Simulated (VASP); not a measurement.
# BiTe (R-3m) in VASP: a series of runs

Aim: see how the results for BiTe move with the level of theory and the settings. Levels: r2SCAN, LDA. Tasks: single point.

Program: VASP 6.6.1. These are calculated values, not measurements. Logs are shortened: lines on timing, memory, paths and dates and some standing lists are left out, and cuts for length are marked.

### 1 The cell of the first run

Symmetry: R-3m, No. 166, trigonal system. The conventional cell has a = 4.878 Å, b = 4.878 Å, c = 10.018 Å, α = 90.00°, β = 90.00°, γ = 120.00°. Within 4.3 Å of Bi (site symmetry -3m) lie 6 Te at 3.27 Å. Within 4.3 Å of Te (site symmetry -3m) lie 6 Bi at 3.27 Å.

### 2 Single point, r2SCAN

Input file POSCAR:

```
BiTe
1.0
    2.4387526627      1.4080145063      3.3392614156
   -2.4387526627      1.4080145063      3.3392614156
    0.0000000000     -2.8160290126      3.3392614156
Bi Te
1 1
Direct
    0.5000000000      0.5000000000      0.5000000000
    0.0000000000      0.0000000000      0.0000000000
```

Input file INCAR.step1:

```
PREC = Accurate ; ENCUT = 520
ISMEAR = -1 ; SIGMA = 0.05
LREAL = False ; LASPH = True
NELM = 80 ; NBANDS = 18
GGA = PE ; ALGO = Normal
EDIFF = 1E-4 ; LWAVE = True
LCHARG = False
```

Input file INCAR.step2:

```
PREC = Accurate ; ENCUT = 520
EDIFF = 1E-6 ; ISMEAR = -1
SIGMA = 0.05 ; LREAL = False
LASPH = True ; NELM = 80
ALGO = Normal ; ISIF = 2
LWAVE = False ; LCHARG = True
METAGGA = R2SCAN ; LMIXTAU = True
LELF = True ; LVHAR = True
NBANDS = 18 ; ISTART = 1
```

Input file KPOINTS:

```
regular mesh
0
Gamma
  7 7 7
```

Potentials or basis: VASP PAW PBE potentials, release 64 (Bi_d, Te).

Started as:

```
$ cat potpaw_PBE.64/Bi_d/POTCAR potpaw_PBE.64/Te/POTCAR > POTCAR
$ cp INCAR.step1 INCAR
$ mpirun -np 1 vasp_std > vasp.out
$ cp INCAR.step2 INCAR
$ mpirun -np 1 vasp_std > vasp.out
```

OUTCAR:

```text
PREC = Accurate
   ENCUT = 520
   EDIFF = 1E-6
   ISMEAR = -1
   LREAL = False
   LASPH = True
   NELM = 80
   ISIF = 2
   METAGGA = R2SCAN
   ISTART = 1

 ion  position               nearest neighbor table
   1  0.500  0.500  0.500-   2 3.27   2 3.27   2 3.27   2 3.27   2 3.27   2 3.27
   2  0.000  0.000  0.000-   1 3.27   1 3.27   1 3.27   1 3.27   1 3.27   1 3.27

  LATTYP: Found a trigonal (rhomboedric) cell.
 ALAT       =     4.3681444804
 COS(alpha) =     0.3765932224

  Lattice vectors:

 A1 = (   2.4387526627,   1.4080145063,   3.3392614156)
 A2 = (  -2.4387526627,   1.4080145063,   3.3392614156)
 A3 = (   0.0000000000,  -2.8160290126,   3.3392614156)

Analysis of symmetry for initial positions (statically):
=====================================================================
 Subroutine PRICEL returns:
 Original cell was already a primitive cell.

 Routine SETGRP: Setting up the symmetry group for a
 trigonal (rhombohedral) supercell.

 Subroutine GETGRP returns: Found 12 space group operations
 (whereof 12 operations were pure point group operations)
 out of a pool of 12 trial point group operations.

The static configuration has the point symmetry D_3d.

Analysis of symmetry for dynamics (positions and initial velocities):
=====================================================================
 Subroutine PRICEL returns:
 Original cell was already a primitive cell.

 Routine SETGRP: Setting up the symmetry group for a
 trigonal (rhombohedral) supercell.

 Subroutine GETGRP returns: Found 12 space group operations
 (whereof 12 operations were pure point group operations)
 out of a pool of 12 trial point group operations.

The dynamic configuration has the point symmetry D_3d.

 Subroutine INISYM returns: Found 12 space group operations
 (whereof 12 operations are pure point group operations),
 and found     1 'primitive' translations

----------------------------------------------------------------------------------------

                                     Primitive cell

  volume of cell :      68.7981

  direct lattice vectors                    reciprocal lattice vectors
     2.438752663  1.408014506  3.339261416     0.205022841  0.118369993  0.099822473
    -2.438752663  1.408014506  3.339261416    -0.205022841  0.118369993  0.099822473
     0.000000000 -2.816029013  3.339261416     0.000000000 -0.236739985  0.099822473

[... 73 lines left out ...]
 SYSTEM =  unknown system
   PREC   = accura    normal or accurate (medium, high low for compatibility)
   ISTART =      1    job   : 0-new  1-cont  2-samecut
   ICHARG =      0    charge: 1-file 2-atom 10-const
   ISPIN  =      1    spin polarized calculation?
   LNONCOLLINEAR =      F non collinear calculations
   LSORBIT =      F    spin-orbit coupling
   LASPH  =      T    aspherical Exc in radial PAW
   ENCUT  =  520.0 eV  38.22 Ry    6.18 a.u.   8.12  8.12  8.12*2*pi/ulx,y,z
   NELM   =     80;   NELMIN=  2; NELMDL=  0     # of ELM steps
   EDIFF  = 0.1E-05   stopping-criterion for ELM
   LREAL  =      F    real-space projection
   EDIFFG = 0.1E-04   stopping-criterion for IOM
   NSW    =      0    number of steps for IOM
   IBRION =     -1    ionic relax: 0-MD 1-quasi-New 2-CG
   NFREE  =      0    steps in history (QN), initial steepest desc. (CG)
   ISIF   =      2    stress and relaxation
   ISYM   =      2    0-nonsym 1-usesym 2-fastsym
   POTIM  = 0.5000    time-step for ionic-motion
   TEBEG  =    0.0;   TEEND  =   0.0 temperature during run
   PSTRESS=    0.0 pullay stress
   NELECT =      21.0000    total number of electrons
   NUPDOWN=      -1.0000    fix difference up-down
   EMIN   =  10.00;   EMAX   =-10.00  energy-range for DOS
   EFERMI =   0.00;   METHOD = LEGACY
   ISMEAR =    -1;   SIGMA  =   0.05  broadening in eV -4-tet -1-fermi 0-gaus
   EFERMI_NEDOS =   21; number of points for ismear=-14 and -15
   IALGO  =     38    algorithm
   IMIX   =      4    mixing-type and parameters
     AMIX     =   0.40;   BMIX     =  1.00
     AMIX_MAG =   1.60;   BMIX_MAG =  1.00
  volume/ion in A,a.u.               =      34.40       232.14
  Fermi-wavevector in a.u.,A,eV,Ry     =   1.102273  2.082993 16.531150  1.215005
  Thomas-Fermi vector in A             =   2.238713
   LORBIT       =      0    0 simple, 1 ext, 2 COOP (PROOUT), +10 PAW based schemes
   METAGGA = R2SCAN    functional components
   LHFCALC =     F    Hartree Fock is set to
   AEXX    =    0.0000 exact exchange contribution
   IVDW    =     0    specifies the selected vdW correction
   LEPSILON=     F    determine dielectric tensor
   LRPA    =     F    only Hartree local field effects (RPA)
 non-spin polarized calculation
  energy-cutoff  :      520.00
  volume of cell :       68.80
 maximum number of plane-waves:      1869
   NGX = 17   NGY = 17   NGZ = 17

 number of electron      20.9999994 magnetization

 Free energy of the ion-electron system (eV)
  ---------------------------------------------------
  ext. energy  EPLUGINS =         0.00000000
  ---------------------------------------------------
  free energy    TOTEN  =       -84.01587223 eV

  energy without entropy =      -84.00339951  energy(sigma->0) =      -84.00963587

 E-fermi :   6.3875     XC(G=0):  -9.9412

 val. band max:        6.3756439804   @ k =  -0.4286   0.2857   0.2857
 cond. band min:       6.4359964606   @ k =  -0.4286   0.2857   0.2857
 fundamental gap:      0.0603524803
 Fermi energy:         6.3874789106

 k-point     1 :       0.0000    0.0000    0.0000
  band No.  band energies     occupation
      1     -17.6223      2.00000
      2     -17.6223      2.00000
      3     -17.5985      2.00000
      4     -17.5985      2.00000
      5     -17.5791      2.00000
      6      -7.5897      2.00000
[... 481 lines left out ...]
      5     -17.5781      2.00000
      6      -6.3394      2.00000
[... 10 lines left out ...]
     17      15.9505      0.00000
     18      17.1339      0.00000

 [... further k-points ...]
[... 5 lines left out ...]
  --------------------------------------------------------------------------------------
  -------------------------------------------------------------------------------------
  Total       -0.7273335     -0.7273335     -0.5496892      0.0000000     -0.0000000      0.0000000
  in kB      -16.9382130    -16.9382130    -12.8012163      0.0000000     -0.0000000      0.0000000
  external PRESSURE =     -15.5592141 kB  Pullay stress =       0.0000000 kB

 VOLUME and BASIS-vectors are now :
 -----------------------------------------------------------------------------
  energy-cutoff  :      520.00
  volume of cell :       68.80
      direct lattice vectors                 reciprocal lattice vectors
     2.438752663  1.408014506  3.339261416     0.205022841  0.118369993  0.099822473
    -2.438752663  1.408014506  3.339261416    -0.205022841  0.118369993  0.099822473
     0.000000000 -2.816029013  3.339261416     0.000000000 -0.236739985  0.099822473

 POSITION                                       TOTAL-FORCE (eV/Angst)
 -----------------------------------------------------------------------------------
      0.00000      0.00000      5.00889         0.000000      0.000000     -0.000000
      0.00000      0.00000      0.00000        -0.000000     -0.000000      0.000000
 -----------------------------------------------------------------------------------
    total drift:                               -0.000000      0.000000     -0.000000

  FREE ENERGIE OF THE ION-ELECTRON SYSTEM (eV)
  ---------------------------------------------------
  free  energy   TOTEN  =       -84.0158722332 eV

  energy  without entropy=      -84.0033995144  energy(sigma->0) =      -84.00963587
```

OUTCAR.step1:

```text
PREC = Accurate
   ENCUT = 520
   ISMEAR = -1
   LREAL = False
   LASPH = True
[... 725 lines left out ...]
      0.00000      0.00000      5.00889        -0.000000      0.000000     -0.000000
      0.00000      0.00000      0.00000         0.000000     -0.000000      0.000000
 -----------------------------------------------------------------------------------
    total drift:                               -0.000000      0.000000     -0.000000

  FREE ENERGIE OF THE ION-ELECTRON SYSTEM (eV)
  ---------------------------------------------------
  free  energy   TOTEN  =        -7.1719091187 eV

  energy  without entropy=       -7.1599956473  energy(sigma->0) =       -7.16595238
```

Wall time 82 s (1 thread of Intel Xeon Platinum 8488C (Sapphire Rapids), shared host); peak memory 0.21 GiB.

Results:

```
Free energy : -84.0159 eV
Pressure    : -1.6 GPa
```

Stress tensor (GPa, compression positive):
```
-1.69  0.00  0.00
 0.00 -1.69  0.00
 0.00  0.00 -1.28
```

Levels at points of the mesh, in eV from the Fermi level:
```tsv
k point	band 7	band 8	band 9	band 10	band 11	band 12	band 13	band 14
(0.00, 0.00, 0.00)	-8.56	-3.12	-3.12	-1.81	1.84	2.58	2.58	4.44
```

Caveat: the PAW data sets were made with another functional, which shifts forces and pressure a little; spin-orbit coupling is left out, which moves the levels of the heavy elements.

[end of part 1 of 2]
